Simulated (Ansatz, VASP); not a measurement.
# One calculation of B, two programs

INCAR

```
SYSTEM = B
  PREC = Accurate
  ENCUT = 520
  EDIFF = 1E-6
  ISMEAR = 0
  SIGMA = 0.15
  LREAL = .FALSE.
  LASPH = .TRUE.
  NELM = 80
  ALGO = Normal
  ISIF = 2
  LWAVE = .FALSE.
  LCHARG = .TRUE.
  GGA = PS
  LELF = .TRUE.
  LVHAR = .TRUE.
  NBANDS = 8
```

Contents of KPOINTS:

```
regular mesh
0
G
  33 33 14
  0 0 0
```

The input POSCAR:

```
B
1.0
    1.7024335758      0.0000000000      0.0000000000
   -0.8512167879      1.4743507249      0.0000000000
    0.0000000000      0.0000000000      3.5627143930
B
1
Direct
    0.0000000000      0.0000000000      0.0000000000
```

Input for Ansatz:

```yaml
crystal:
  lattice:
    - [1.7024335758, 0.0, 0.0]
    - [-0.8512167879, 1.4743507249, 0.0]
    - [0.0, 0.0, 3.562714393]
  atoms:
    - { symbol: B, position: [0.0, 0.0, 0.0] }
basis:
  ecutwfc: 420
kpoints:
  mp_grid: { grid: [33, 33, 14] }
hamiltonian:
  xc: pbesol
scf:
  occupations: { method: gaussian, width: 0.15 }
output:
  forces: true
  stress: true
  eigenvalues: true
```

Change from the starting cell: strain -0.0200 x Voigt [0, 0, 1, 0, 0, 0], atoms carried along.

Alike in both runs: task single point; functional PBEsol; k mesh 33 × 33 × 14; occupations gaussian, width 0.15 eV; no spin polarisation.

```csv
,VASP,Ansatz
version,VASP 6.6.1,Ansatz 0.2.0
potentials or method,"VASP PAW PBE potentials, release 64 (B), cutoff 520 eV","scalar-relativistic, plane waves, PAW"
valence electrons in the cell,3,3
```

VASP gave:

- gap on the k mesh at the Fermi level (eV): none
- pressure (GPa): 1.9
- traceless stress, the component that is largest in VASP (GPa): -2.06

Estimate Ansatz's values.

gap on the k mesh at the Fermi level (eV): none; pressure (GPa): 1.7; traceless stress, the component that is largest in VASP (GPa): -1.76.

VASP's potentials were made for PBE, not for PBEsol. A gap of «none» marks a metal or a gap that the smearing closes.
